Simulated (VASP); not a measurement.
# SiO2 (Ibam) in VASP: molecular dynamics with PBE+D3(BJ)

Aim: the molecular dynamics of SiO2 with PBE+D3(BJ).

All numbers are computed with VASP 6.6.1; they aren't measurements. Logs are shortened: lines on timing, memory, paths and dates and some standing lists are left out, and cuts for length are marked.

**1. The cell of the first run**

Symmetry: Ibam, No. 72, orthorhombic system. The conventional cell has a = 4.872 Å, b = 8.630 Å, c = 5.327 Å, α = 90.00°, β = 90.00°, γ = 90.00°. Within 2.7 Å of Si (site symmetry 222) lie 4 O at 1.93 Å and 2 Si at 2.66 Å. O (site symmetry m) has 2 Si at 1.93 Å within 2.6 Å.

**2. Molecular dynamics, PBE+D3(BJ)**

The input, INCAR:

```
SYSTEM = SiO2
PREC = Normal
ENCUT = 440
EDIFF = 1E-5
ISMEAR = -1
SIGMA = 0.2241
LREAL = Auto
LASPH = .True.
NELM = 120
ALGO = Normal
ISIF = 2
LWAVE = .False.
LCHARG = .True.
GGA = PE
IVDW = 12
IBRION = 0
NSW = 40
POTIM = 1.0
TEBEG = 2600.0
TEEND = 2600.0
ISYM = -1
NELMIN = 4
RANDOM_SEED = 92706 0 0
MDALGO = 2
SMASS = 0
GGA_COMPAT = .False.
MAXMIX = 40
KPAR = 1
```

The input, KPOINTS:

```
explicit points
4
Reciprocal
  0.25000000   0.25000000   0.25000000 2
  0.25000000   0.25000000   0.75000000 2
  0.25000000   0.75000000   0.25000000 2
  0.25000000   0.75000000   0.75000000 2
```

The input, POSCAR:

```
SiO2
1.0
    0.0000000000      0.0000000000      5.3265653958
    0.0000000000     -8.6298617652      0.0000000000
    7.3085432174      4.3149308826     -2.6632826979
Si O
6 12
Direct
    0.7500000000      0.0000000000      1.0000000000
    0.4166666667      0.6666666667      0.3333333333
    0.0833333333      0.3333333333      0.6666666667
    0.2500000000      0.0000000000      0.0000000000
    0.9166666667      0.6666666667      0.3333333333
    0.5833333333      0.3333333333      0.6666666667
    0.5970000000      0.7070000000      0.1940000000
    0.2636666667      0.3736666667      0.5273333333
    0.9303333333      0.0403333333      0.8606666667
    0.5696666667      0.1796666667      0.1393333333
    0.2363333333      0.8463333333      0.4726666667
    0.9030000000      0.5130000000      0.8060000000
    0.0970000000      0.4870000000      0.1940000000
    0.7636666667      0.1536666667      0.5273333333
    0.4303333333      0.8203333333      0.8606666667
    0.0696666667      0.9596666667      0.1393333333
    0.7363333333      0.6263333333      0.4726666667
    0.4030000000      0.2930000000      0.8060000000
```

Potentials or basis: VASP PAW PBE potentials, release 64 (Si, O).

Started as:

```sh
cat potpaw_PBE.64/Si/POTCAR potpaw_PBE.64/O/POTCAR > POTCAR
mpirun -np 4 vasp_std > vasp.out
```

OUTCAR:

```text
SYSTEM = SiO2
   PREC = Normal
   ENCUT = 440
   EDIFF = 1E-5
   ISMEAR = -1
   LREAL = Auto
   LASPH = .True.
   NELM = 120
   ISIF = 2
   GGA = PE
   IVDW = 12
   IBRION = 0
   NSW = 40
   POTIM = 1.0
   TEBEG = 2600.0
   ISYM = -1
   NELMIN = 4
 IVDW          = 12

 ion  position               nearest neighbor table
   1  0.750  0.000  0.000-   9 1.93  16 1.93  10 1.93  15 1.93   4 2.66   4 2.66
   2  0.417  0.667  0.333-   7 1.93  11 1.93  13 1.93  17 1.93   5 2.66   5 2.66
   3  0.083  0.333  0.667-  14 1.93  18 1.93  12 1.93   8 1.93   6 2.66   6 2.66
   4  0.250  0.000  0.000-  16 1.93   9 1.93  15 1.93  10 1.93   1 2.66   1 2.66
   5  0.917  0.667  0.333-  11 1.93   7 1.93  13 1.93  17 1.93   2 2.66   2 2.66
   6  0.583  0.333  0.667-  18 1.93  14 1.93  12 1.93   8 1.93   3 2.66   3 2.66
   7  0.597  0.707  0.194-   2 1.93   5 1.93
   8  0.264  0.374  0.527-   6 1.93   3 1.93
   9  0.930  0.040  0.861-   1 1.93   4 1.93
  10  0.570  0.180  0.139-   1 1.93   4 1.93
  11  0.236  0.846  0.473-   5 1.93   2 1.93
  12  0.903  0.513  0.806-   3 1.93   6 1.93
  13  0.097  0.487  0.194-   5 1.93   2 1.93
  14  0.764  0.154  0.527-   3 1.93   6 1.93
  15  0.430  0.820  0.861-   4 1.93   1 1.93
  16  0.070  0.960  0.139-   4 1.93   1 1.93
  17  0.736  0.626  0.473-   2 1.93   5 1.93
  18  0.403  0.293  0.806-   6 1.93   3 1.93

IMPORTANT INFORMATION: All symmetrisations will be switched off!
NOSYMM: (Re-)initialisation of all symmetry stuff for point group C_1.

----------------------------------------------------------------------------------------

                                     Primitive cell

  volume of cell :     335.9556

  direct lattice vectors                    reciprocal lattice vectors
     0.000000000  0.000000000  5.326565396     0.068413087  0.000000000  0.187738238
     0.000000000 -8.629861765  0.000000000     0.068413087 -0.115876711  0.000000000
     7.308543217  4.314930883 -2.663282698     0.136826173  0.000000000  0.000000000

  length of vectors
     5.326565396  8.629861765  8.895308157     0.199814905  0.134565087  0.136826173

  position of ions in fractional coordinates (direct lattice)
     0.750000000  0.000000000  0.000000000
     0.416666667  0.666666667  0.333333333
     0.083333333  0.333333333  0.666666667
     0.250000000  0.000000000  0.000000000
     0.916666667  0.666666667  0.333333333
     0.583333333  0.333333333  0.666666667
[... 10 lines left out ...]
     0.736333333  0.626333333  0.472666667
     0.403000000  0.293000000  0.806000000

  ion indices of the primitive-cell ions
   primitive index   ion index
                 1           1
                 2           2
                 3           3
                 4           4
                 5           5
                 6           6
[... 10 lines left out ...]
                17          17
                18          18

----------------------------------------------------------------------------------------

 KPOINTS: explicit points

Read explicit list of k-points.

 Found      4 k-points:

 Following reciprocal coordinates:
            Coordinates               Weight
  0.250000  0.250000  0.250000      0.250000
  0.250000  0.250000  0.750000      0.250000
  0.250000  0.750000  0.250000      0.250000
  0.250000  0.750000  0.750000      0.250000
   k-points           NKPTS =      4   k-points in BZ     NKDIM =      4   number of bands    NBANDS=     60
   number of dos      NEDOS =    301   number of ions     NIONS =     18
   total plane-waves  NPLWV =  64512
   dimension x,y,z NGX =    28 NGY =   48 NGZ =   48
   dimension x,y,z NGXF=    56 NGYF=   96 NGZF=   96
   ions per type =               6  12
   NGX,Y,Z   is equivalent  to a cutoff of   8.74,  9.25,  8.97 a.u.
   NGXF,Y,Z  is equivalent  to a cutoff of  17.48, 18.49, 17.94 a.u.
 SYSTEM =  SiO2
   PREC   = normal    normal or accurate (medium, high low for compatibility)
   ISTART =      0    job   : 0-new  1-cont  2-samecut
   ICHARG =      2    charge: 1-file 2-atom 10-const
   ISPIN  =      1    spin polarized calculation?
   LNONCOLLINEAR =      F non collinear calculations
   LSORBIT =      F    spin-orbit coupling
   LASPH  =      T    aspherical Exc in radial PAW
   ENCUT  =  440.0 eV  32.34 Ry    5.69 a.u.   9.11 14.76 15.21*2*pi/ulx,y,z
   NELM   =    120;   NELMIN=  4; NELMDL= -5     # of ELM steps
   EDIFF  = 0.1E-04   stopping-criterion for ELM
   LREAL  =      T    real-space projection
   EDIFFG = 0.1E-03   stopping-criterion for IOM
   NSW    =     40    number of steps for IOM
   IBRION =      0    ionic relax: 0-MD 1-quasi-New 2-CG
   NFREE  =      0    steps in history (QN), initial steepest desc. (CG)
   ISIF   =      2    stress and relaxation
   ISYM   =     -1    0-nonsym 1-usesym 2-fastsym
   POTIM  = 1.0000    time-step for ionic-motion
   TEBEG  = 2600.0;   TEEND  =2600.0 temperature during run
   PSTRESS=    0.0 pullay stress
   NELECT =      96.0000    total number of electrons
   NUPDOWN=      -1.0000    fix difference up-down
   EMIN   =  10.00;   EMAX   =-10.00  energy-range for DOS
   EFERMI =   0.00;   METHOD = LEGACY
   ISMEAR =    -1;   SIGMA  =   0.22  broadening in eV -4-tet -1-fermi 0-gaus
   EFERMI_NEDOS =   21; number of points for ismear=-14 and -15
   IALGO  =     38    algorithm
   IMIX   =      4    mixing-type and parameters
     AMIX     =   0.40;   BMIX     =  1.00
     AMIX_MAG =   1.60;   BMIX_MAG =  1.00
  volume/ion in A,a.u.               =      18.66       125.95
  Fermi-wavevector in a.u.,A,eV,Ry     =   1.078296  2.037684 15.819792  1.162722
  Thomas-Fermi vector in A             =   2.214231
   LORBIT       =      0    0 simple, 1 ext, 2 COOP (PROOUT), +10 PAW based schemes
   GGA     = PE    functional components
   LHFCALC =     F    Hartree Fock is set to
   AEXX    =    0.0000 exact exchange contribution
   IVDW    =    12    specifies the selected vdW correction
   LEPSILON=     F    determine dielectric tensor
   LRPA    =     F    only Hartree local field effects (RPA)
 molecular dynamics for ions
 non-spin polarized calculation
  energy-cutoff  :      440.00
  volume of cell :      335.96
 maximum number of plane-waves:      7045
   NGX = 19   NGY = 29   NGZ = 31

--------------------------------------- Ionic step        1  -------------------------------------------

 number of electron      96.0000050 magnetization

 Free energy of the ion-electron system (eV)
  ---------------------------------------------------
  ext. energy  EPLUGINS =         0.00000000
  ---------------------------------------------------
  free energy    TOTEN  =      -120.93261889 eV

  energy without entropy =     -120.92502970  energy(sigma->0) =     -120.92882430

------------------------ aborting loop because EDIFF is reached ----------------------------------------

 Edisp (eV)   -1.61351

 E8    (eV) :    -0.5233

  FORCE on cell =-STRESS in cart. coord.  units (eV):
  Direction    XX          YY          ZZ          XY          YZ          ZX
  --------------------------------------------------------------------------------------
  -------------------------------------------------------------------------------------
  Total     -50.53637   -44.76242   -86.57196     0.01337    -0.00600    -0.01084
  in kB    -241.00868  -213.47266  -412.86295     0.06376    -0.02862    -0.05171
  external pressure =     -289.11 kB  Pullay stress =        0.00 kB
[... 171 lines left out ...]
  ENERGY OF THE ELECTRON-ION-THERMOSTAT SYSTEM (eV)
  ---------------------------------------------------
% ion-electron   TOTEN  =      -123.333894  see above
  kinetic energy EKIN   =         6.484937
  kin. lattice  EKIN_LAT=         0.000000  (temperature 2951.14 K)
  nose potential ES     =         0.012278
  nose kinetic   EPS    =         0.001039
  ---------------------------------------------------
  total energy   ETOTAL =      -116.835640 eV

[... ionic steps 4 to 37 ...]

--------------------------------------- Ionic step       38  -------------------------------------------

 number of electron      95.9999953 magnetization

------------------------ aborting loop because EDIFF is reached ----------------------------------------

 Edisp (eV)   -1.59510

 E8    (eV) :    -0.5156
[... 113 lines left out ...]
  ENERGY OF THE ELECTRON-ION-THERMOSTAT SYSTEM (eV)
  ---------------------------------------------------
% ion-electron   TOTEN  =      -127.149883  see above
  kinetic energy EKIN   =         6.262616
  kin. lattice  EKIN_LAT=         0.000000  (temperature 2849.97 K)
  nose potential ES     =         3.964956
  nose kinetic   EPS    =         0.083275
  ---------------------------------------------------
  total energy   ETOTAL =      -116.839035 eV

--------------------------------------- Ionic step       40  -------------------------------------------

 number of electron      96.0000021 magnetization

 Free energy of the ion-electron system (eV)
  ---------------------------------------------------
  ext. energy  EPLUGINS =         0.00000000
  ---------------------------------------------------
  free energy    TOTEN  =      -124.99156879 eV

  energy without entropy =     -124.98587098  energy(sigma->0) =     -124.98871989

 E-fermi :   0.4010     XC(G=0):  -7.6040

 val. band max:       -1.5030123678   @ k =   0.2500   0.7500   0.2500
 cond. band min:       1.9804130660   @ k =   0.2500   0.2500   0.7500
 fundamental gap:      3.4834254338
 Fermi energy:         0.4010054845

 k-point     1 :       0.2500    0.2500    0.2500
  band No.  band energies     occupation
      1     -19.6304      2.00000
      2     -19.6243      2.00000
      3     -19.2035      2.00000
      4     -19.0799      2.00000
      5     -18.9568      2.00000
      6     -18.5260      2.00000
[... 52 lines left out ...]
     59       5.6327      0.00000
     60       6.1447      0.00000

 k-point     2 :       0.2500    0.2500    0.7500
  band No.  band energies     occupation
      1     -19.6428      2.00000
      2     -19.6127      2.00000
      3     -19.2024      2.00000
      4     -19.0788      2.00000
      5     -18.9571      2.00000
      6     -18.5268      2.00000
[... 52 lines left out ...]
     59       5.6384      0.00000
     60       6.1485      0.00000

 k-point     3 :       0.2500    0.7500    0.2500
  band No.  band energies     occupation
      1     -19.6382      2.00000
      2     -19.6169      2.00000
      3     -19.2034      2.00000
      4     -19.0793      2.00000
      5     -18.9571      2.00000
      6     -18.5261      2.00000
[... 52 lines left out ...]
     59       5.6367      0.00000
     60       6.1558      0.00000

 k-point     4 :       0.2500    0.7500    0.7500
  band No.  band energies     occupation
      1     -19.6388      2.00000
      2     -19.6165      2.00000
      3     -19.2035      2.00000
      4     -19.0785      2.00000
      5     -18.9570      2.00000
      6     -18.5266      2.00000
[... 107 lines left out ...]
  ENERGY OF THE ELECTRON-ION-THERMOSTAT SYSTEM (eV)
  ---------------------------------------------------
% ion-electron   TOTEN  =      -126.592218  see above
  kinetic energy EKIN   =         5.865019
  kin. lattice  EKIN_LAT=         0.000000  (temperature 2669.03 K)
  nose potential ES     =         3.816302
  nose kinetic   EPS    =         0.073630
  ---------------------------------------------------
  total energy   ETOTAL =      -116.837267 eV
```

Run time: 5.1 min. Hardware: 4 MPI ranks of AMD EPYC 7R13 (Zen 3), shared host; peak memory 0.18 GiB.

Results:

- Dispersion energy per atom: -0.089 eV

The path:
```csv
step,potential energy change (eV),largest force (eV/Å),pressure (GPa),volume (Å³),temperature (K)
1,0.0000,5.1033,-28.91,335.96,2632
2,-0.3269,5.1550,-28.71,335.96,2747
3,-0.7878,5.1581,-28.32,335.96,2951
4,-1.3623,5.1184,-27.87,335.96,3195
5,-2.0218,5.0318,-27.17,335.96,3457
6,-2.7279,4.9075,-26.24,335.96,3708
7,-3.4350,4.7233,-25.22,335.96,3914
8,-4.0930,4.5099,-23.87,335.96,4043
9,-4.6527,4.2362,-22.36,335.96,4068
10,-5.0718,4.1177,-20.59,335.96,3976
11,-5.3244,5.1937,-18.68,335.96,3768
12,-5.4056,6.3146,-16.68,335.96,3464
13,-5.3339,7.3296,-14.66,335.96,3096
14,-5.1488,8.0924,-12.68,335.96,2702
15,-4.8975,8.4721,-10.83,335.96,2316
16,-4.6259,8.4036,-9.19,335.96,1967
17,-4.3697,7.9192,-7.78,335.96,1669
18,-4.1516,7.1104,-6.69,335.96,1428
19,-3.9841,6.1845,-5.86,335.96,1245
20,-3.8744,5.6147,-5.34,335.96,1115
21,-3.8278,5.8378,-5.03,335.96,1036
22,-3.8491,5.8842,-5.01,335.96,1007
23,-3.9417,5.8885,-5.18,335.96,1025
24,-4.1062,5.8161,-5.65,335.96,1091
25,-4.3389,5.6003,-6.30,335.96,1203
26,-4.6295,5.2623,-7.11,335.96,1360
27,-4.9611,5.1545,-8.11,335.96,1555
28,-5.3114,5.0247,-9.17,335.96,1781
29,-5.6541,4.7585,-10.38,335.96,2028
30,-5.9614,4.3751,-11.61,335.96,2283
31,-6.2068,4.2281,-12.88,335.96,2530
32,-6.3680,4.4845,-14.11,335.96,2754
33,-6.4287,4.6711,-15.22,335.96,2939
34,-6.3791,4.7560,-16.28,335.96,3074
35,-6.2166,4.7136,-17.21,335.96,3149
36,-5.9453,4.5765,-18.03,335.96,3160
37,-5.5753,4.3665,-18.68,335.96,3109
38,-5.1214,4.2658,-19.17,335.96,3001
39,-4.6038,4.3738,-19.55,335.96,2850
40,-4.0461,5.1753,-19.76,335.96,2669
```

Caveat: the cell differs from its parent crystal (dynamics (nvt nose hoover) at 2600 K, volume x 1.1, from the last frame before); the cutoff is under 1.25 times the usual one of these potentials, so pressure, stress and relaxed cells hold a basis-set (Pulay) error.
